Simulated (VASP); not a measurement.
# Zn (P6_3/mmc) in VASP: vibrations by perturbation theory with PBE

Aim: the vibrations by perturbation theory of Zn with PBE.

Everything below comes from runs of VASP 6.6.1. Logs are shortened: lines on timing, memory, paths and dates and some standing lists are left out, and cuts for length are marked.

### 1 The cell of the first run

The structure is hexagonal, space group P6_3/mmc (No. 194). The conventional cell has a = 2.665 Å, b = 2.665 Å, c = 4.949 Å, α = 90.00°, β = 90.00°, γ = 120.00°. Within 3.5 Å of Zn (site symmetry -6m2) lie 12 Zn at 2.66 to 2.91 Å.

### 2 Vibrations by perturbation theory, PBE

INCAR

```
ALGO = Normal
EDIFF = 1E-8
ENCUT = 520
GGA = PE
IBRION = 8
ISIF = 2
ISMEAR = -1
LASPH = True
LCHARG = True
LREAL = False
LWAVE = False
NBANDS = 19
NELM = 80
NSW = 1
PREC = Accurate
SIGMA = 0.15
```

KPOINTS

```
k-points
0
Gamma
  18 18 8
```

POSCAR

```
Zn
1.0
    2.6646999980      0.0000000000      0.0000000000
   -1.3323499990      2.3076978917      0.0000000000
    0.0000000000      0.0000000000      4.9489000000
Zn
2
Direct
    0.3333333333      0.6666666667      0.2500000000
    0.6666666667      0.3333333333      0.7500000000
```

Potentials or basis: VASP PAW PBE potentials, release 64 (Zn).

On the command line:

```sh
cat potpaw_PBE.64/Zn/POTCAR > POTCAR
mpirun -np 1 vasp_std > vasp.out
```

OUTCAR:

```text
EDIFF = 1E-8
   ENCUT = 520
   GGA = PE
   IBRION = 8
   ISIF = 2
   ISMEAR = -1
   LASPH = True
   LREAL = False
   NELM = 80
   NSW = 1
   PREC = Accurate

 ion  position               nearest neighbor table
   1  0.333  0.667  0.250-   2 2.91   2 2.91   2 2.91   2 2.91   2 2.91   2 2.91
   2  0.667  0.333  0.750-   1 2.91   1 2.91   1 2.91   1 2.91   1 2.91   1 2.91

  LATTYP: Found a hexagonal cell.
 ALAT       =     2.6646999980
 C/A-ratio  =     1.8572071917

  Lattice vectors:

 A1 = (   2.6646999980,   0.0000000000,   0.0000000000)
 A2 = (  -1.3323499990,   2.3076978917,   0.0000000000)
 A3 = (   0.0000000000,   0.0000000000,   4.9489000000)

Analysis of symmetry for initial positions (statically):
=====================================================================
 Subroutine PRICEL returns:
 Original cell was already a primitive cell.

 Routine SETGRP: Setting up the symmetry group for a
 hexagonal supercell.

 Subroutine GETGRP returns: Found 24 space group operations
 (whereof 12 operations were pure point group operations)
 out of a pool of 24 trial point group operations.

The static configuration has the point symmetry D_3d.
 The point group associated with its full space group is D_6h.

Analysis of symmetry for dynamics (positions and initial velocities):
=====================================================================
 Subroutine PRICEL returns:
 Original cell was already a primitive cell.

 Routine SETGRP: Setting up the symmetry group for a
 hexagonal supercell.

 Subroutine GETGRP returns: Found 24 space group operations
 (whereof 12 operations were pure point group operations)
 out of a pool of 24 trial point group operations.

The dynamic configuration has the point symmetry D_3d.
 The point group associated with its full space group is D_6h.

 Subroutine INISYM returns: Found 24 space group operations
 (whereof 12 operations are pure point group operations),
 and found     1 'primitive' translations

----------------------------------------------------------------------------------------

                                     Primitive cell

  volume of cell :      30.4324

  direct lattice vectors                    reciprocal lattice vectors
     2.664699998  0.000000000  0.000000000     0.375276767  0.216666142  0.000000000
    -1.332349999  2.307697892  0.000000000     0.000000000  0.433332285  0.000000000
     0.000000000  0.000000000  4.948900000     0.000000000  0.000000000  0.202065105

  length of vectors
     2.664699998  2.664699998  4.948900000     0.433332285  0.433332285  0.202065105

  position of ions in fractional coordinates (direct lattice)
     0.333333333  0.666666667  0.250000000
     0.666666667  0.333333333  0.750000000

  ion indices of the primitive-cell ions
   primitive index   ion index
                 1           1
                 2           2

----------------------------------------------------------------------------------------

 KPOINTS: k-points

Automatic generation of k-mesh.
 Grid dimensions read from file:
 generate k-points for:   18   18    8

 Generating k-lattice:

  Cartesian coordinates                     Fractional coordinates (reciprocal lattice)
     0.020848709  0.012037008  0.000000000     0.055555556  0.000000000  0.000000000
     0.000000000  0.024074016  0.000000000     0.000000000  0.055555556  0.000000000
     0.000000000  0.000000000  0.025258138     0.000000000  0.000000000  0.125000000

  Length of vectors
     0.024074016  0.024074016  0.025258138

  Shift w.r.t. Gamma in fractional coordinates (k-lattice)
     0.000000000  0.000000000  0.000000000

 Subroutine IBZKPT returns following result:
 ===========================================

 Found    185 irreducible k-points:

 Following reciprocal coordinates:
            Coordinates               Weight
  0.000000  0.000000  0.000000      1.000000
  0.055556  0.000000  0.000000      6.000000
  0.111111  0.000000  0.000000      6.000000
  0.166667  0.000000  0.000000      6.000000
  0.222222 -0.000000  0.000000      6.000000
  0.277778  0.000000  0.000000      6.000000
[... 16 lines left out ...]
  0.333333  0.111111  0.000000     12.000000
  0.388889  0.111111  0.000000     12.000000
 [... further k-points ...]
   k-points           NKPTS =    185   k-points in BZ     NKDIM =    185   number of bands    NBANDS=     19
   number of dos      NEDOS =    301   number of ions     NIONS =      2
   total plane-waves  NPLWV =  16000
   dimension x,y,z NGX =    20 NGY =   20 NGZ =   40
   dimension x,y,z NGXF=    40 NGYF=   40 NGZF=   80
   ions per type =               2
   NGX,Y,Z   is equivalent  to a cutoff of  12.48, 12.48, 13.44 a.u.
   NGXF,Y,Z  is equivalent  to a cutoff of  24.96, 24.96, 26.87 a.u.
 SYSTEM =  unknown system
   PREC   = accura    normal or accurate (medium, high low for compatibility)
   ISTART =      0    job   : 0-new  1-cont  2-samecut
   ICHARG =      2    charge: 1-file 2-atom 10-const
   ISPIN  =      1    spin polarized calculation?
   LNONCOLLINEAR =      F non collinear calculations
   LSORBIT =      F    spin-orbit coupling
   LASPH  =      T    aspherical Exc in radial PAW
   ENCUT  =  520.0 eV  38.22 Ry    6.18 a.u.   4.95  4.95  9.20*2*pi/ulx,y,z
   NELM   =     80;   NELMIN=  2; NELMDL= -5     # of ELM steps
   EDIFF  = 0.1E-07   stopping-criterion for ELM
   LREAL  =      F    real-space projection
   EDIFFG = 0.1E-06   stopping-criterion for IOM
   NSW    =      1    number of steps for IOM
   IBRION =      8    ionic relax: 0-MD 1-quasi-New 2-CG
   NFREE  =      0    steps in history (QN), initial steepest desc. (CG)
   ISIF   =      2    stress and relaxation
   ISYM   =      2    0-nonsym 1-usesym 2-fastsym
   POTIM  = 0.5000    time-step for ionic-motion
   TEBEG  =    0.0;   TEEND  =   0.0 temperature during run
   PSTRESS=    0.0 pullay stress
   NELECT =      24.0000    total number of electrons
   NUPDOWN=      -1.0000    fix difference up-down
   EMIN   =  10.00;   EMAX   =-10.00  energy-range for DOS
   EFERMI =   0.00;   METHOD = LEGACY
   ISMEAR =    -1;   SIGMA  =   0.15  broadening in eV -4-tet -1-fermi 0-gaus
   EFERMI_NEDOS =   21; number of points for ismear=-14 and -15
   IALGO  =     38    algorithm
   IMIX   =      4    mixing-type and parameters
     AMIX     =   0.40;   BMIX     =  1.00
     AMIX_MAG =   1.60;   BMIX_MAG =  1.00
  volume/ion in A,a.u.               =      15.22       102.68
  Fermi-wavevector in a.u.,A,eV,Ry     =   1.512516  2.858240 31.126104  2.287704
  Thomas-Fermi vector in A             =   2.622430
   LORBIT       =      0    0 simple, 1 ext, 2 COOP (PROOUT), +10 PAW based schemes
   GGA     = PE    functional components
   LHFCALC =     F    Hartree Fock is set to
   AEXX    =    0.0000 exact exchange contribution
   IVDW    =     0    specifies the selected vdW correction
   LEPSILON=     F    determine dielectric tensor
   LRPA    =     F    only Hartree local field effects (RPA)
 non-spin polarized calculation
  energy-cutoff  :      520.00
  volume of cell :       30.43
 maximum number of plane-waves:       855
 NGX is ok and might be reduce to    20
   NGX =  9   NGY =  9   NGZ = 19

--------------------------------------- Ionic step        1  -------------------------------------------

 number of electron      24.0000012 magnetization

 Free energy of the ion-electron system (eV)
  ---------------------------------------------------
  ext. energy  EPLUGINS =         0.00000000
  ---------------------------------------------------
  free energy    TOTEN  =        -2.23204268 eV

  energy without entropy =       -2.19853983  energy(sigma->0) =       -2.21529126

 E-fermi :   3.1776     XC(G=0): -11.5494

 val. band max:        3.1234819193   @ k =   0.3333   0.3333   0.0000
 cond. band min:       3.1856385931   @ k =   0.1667   0.1111   0.1250
 fundamental gap:      0.0621566738
 Fermi energy:         3.1776069111

 k-point     1 :       0.0000    0.0000    0.0000
  band No.  band energies     occupation
      1      -7.2889      2.00000
      2      -5.4969      2.00000
      3      -4.8028      2.00000
      4      -4.5731      2.00000
      5      -4.5731      2.00000
      6      -4.5233      2.00000
[... 505 lines left out ...]
      6      -4.4297      2.00000
[... 11 lines left out ...]
     18      16.0859      0.00000
     19      17.4540      0.00000

 [... further k-points ...]
[... 5 lines left out ...]
  --------------------------------------------------------------------------------------
  -------------------------------------------------------------------------------------
  Total       -0.0339621     -0.0339621      0.1221807      0.0000000     -0.0000000      0.0000000
  in kB       -1.7880046     -1.7880046      6.4324644      0.0000000     -0.0000000      0.0000000
  external PRESSURE =       0.9521517 kB  Pullay stress =       0.0000000 kB

 VOLUME and BASIS-vectors are now :
 -----------------------------------------------------------------------------
  energy-cutoff  :      520.00
  volume of cell :       30.43
      direct lattice vectors                 reciprocal lattice vectors
     2.664699998  0.000000000  0.000000000     0.375276767  0.216666142  0.000000000
    -1.332349999  2.307697892  0.000000000     0.000000000  0.433332285  0.000000000
     0.000000000  0.000000000  4.948900000     0.000000000  0.000000000  0.202065105

 POSITION                                       TOTAL-FORCE (eV/Angst)
 -----------------------------------------------------------------------------------
     -0.00000      1.53847      1.23723        -0.000000     -0.000000     -0.000000
      1.33235      0.76923      3.71168         0.000000      0.000000      0.000000
 -----------------------------------------------------------------------------------
    total drift:                               -0.000000      0.000000      0.000000

  FREE ENERGIE OF THE ION-ELECTRON SYSTEM (eV)
  ---------------------------------------------------
  free  energy   TOTEN  =        -2.2320426847 eV

  energy  without entropy=       -2.1985398327  energy(sigma->0) =       -2.21529126

[... ionic steps 2 to 3 ...]

--------------------------------------- Ionic step        4  -------------------------------------------

------------------------ aborting loop because EDIFF is reached ----------------------------------------

[... ionic steps 5 to 5 ...]

--------------------------------------- Ionic step        6  -------------------------------------------

 Free energy of the ion-electron system (eV)
  ---------------------------------------------------
  ---------------------------------------------------
  free energy    TOTEN  =        -0.22057155 eV

  energy without entropy =       -0.22057155

------------------------ aborting loop because EDIFF is reached ----------------------------------------

 INTERNAL STRAIN TENSOR  FOR ION    1  DIRECTION 3   (eV/Angst):
 -----------------------------------------------------------------------------
     0.00057  0.00000  0.00000
     0.00000  0.00057  0.00000
     0.00000  0.00000  0.00393

 INTERNAL STRAIN TENSOR FOR ION    2 for displacements in x,y,z  (eV/Angst):
          X           Y           Z          XY          YZ          ZX
  --------------------------------------------------------------------------------
  x     0.00000    -0.00000     0.00000    -0.34258     0.00000     0.00000
  y    -0.34258     0.34258     0.00000     0.00000     0.00000     0.00000
  z     0.00000     0.00000    -0.00000     0.00000    -0.00000     0.00000

 SECOND DERIVATIVES (NOT SYMMETRIZED)
 ------------------------------------
               1X          1Y          1Z          2X          2Y          2Z
  1X    -0.506362    0.000000    0.000000    0.506362    0.000000    0.000000
  1Y    -0.000000   -0.506362    0.000000    0.000000    0.506362    0.000000
  1Z    -0.000000    0.000000   -2.340988    0.000000    0.000000    2.340988
  2X     0.506362    0.000000    0.000000   -0.506362    0.000000    0.000000
  2Y     0.000000    0.506362    0.000000   -0.000000   -0.506362    0.000000
  2Z     0.000000    0.000000    2.340988   -0.000000    0.000000   -2.340988

 Eigenvectors and eigenvalues of the dynamical matrix
 ----------------------------------------------------

   1 f  =    4.183210 THz    26.283881 2PiTHz  139.536854 cm-1    17.300357 meV
             X         Y         Z           dx          dy          dz
     -0.000000  1.538465  1.237225     0.000000    0.000000    0.707107
      1.332350  0.769233  3.711675    -0.000000   -0.000000   -0.707107
[... 11 lines left out ...]
   4 f  =    0.000000 THz     0.000000 2PiTHz    0.000001 cm-1     0.000000 meV
             X         Y         Z           dx          dy          dz
     -0.000000  1.538465  1.237225    -0.004377   -0.563853    0.426675
      1.332350  0.769233  3.711675    -0.004377   -0.563853    0.426675

   5 f/i=    0.000000 THz     0.000000 2PiTHz    0.000001 cm-1     0.000000 meV
             X         Y         Z           dx          dy          dz
     -0.000000  1.538465  1.237225    -0.690903   -0.087374   -0.122552
      1.332350  0.769233  3.711675    -0.690903   -0.087374   -0.122552

   6 f/i=    0.000000 THz     0.000000 2PiTHz    0.000001 cm-1     0.000000 meV
             X         Y         Z           dx          dy          dz
     -0.000000  1.538465  1.237225    -0.150446    0.417656    0.550391
      1.332350  0.769233  3.711675    -0.150446    0.417656    0.550391

--------------------------------------------------------------------------------------------------------

 ELASTIC MODULI CONTR FROM IONIC RELAXATION (kBar)
 Direction    XX          YY          ZZ          XY          YZ          ZX
 --------------------------------------------------------------------------------
 XX         -12.2023     12.2023      0.0000      0.0000      0.0000      0.0000
 YY          12.2023    -12.2023     -0.0000     -0.0000      0.0000      0.0000
 ZZ           0.0000     -0.0000     -0.0000     -0.0000     -0.0000      0.0000
 XY           0.0000     -0.0000     -0.0000    -12.2023      0.0000      0.0000
 YZ           0.0000      0.0000     -0.0000      0.0000     -0.0000      0.0000
 ZX           0.0000      0.0000      0.0000      0.0000      0.0000      0.0000
 --------------------------------------------------------------------------------
```

Run time: 6.9 min. Hardware: 1 thread of Intel Xeon Platinum 8488C (Sapphire Rapids), shared host; peak memory 0.9 GiB.

Results:

| Quantity | Value |
| --- | --- |
| Highest phonon frequency at Γ | 140 cm⁻¹ |

Phonon frequencies in cm⁻¹ (negative: imaginary):
| q point | frequencies |
| --- | --- |
| (0.000, 0.000, 0.000) | 0 0 0 65 65 140 |
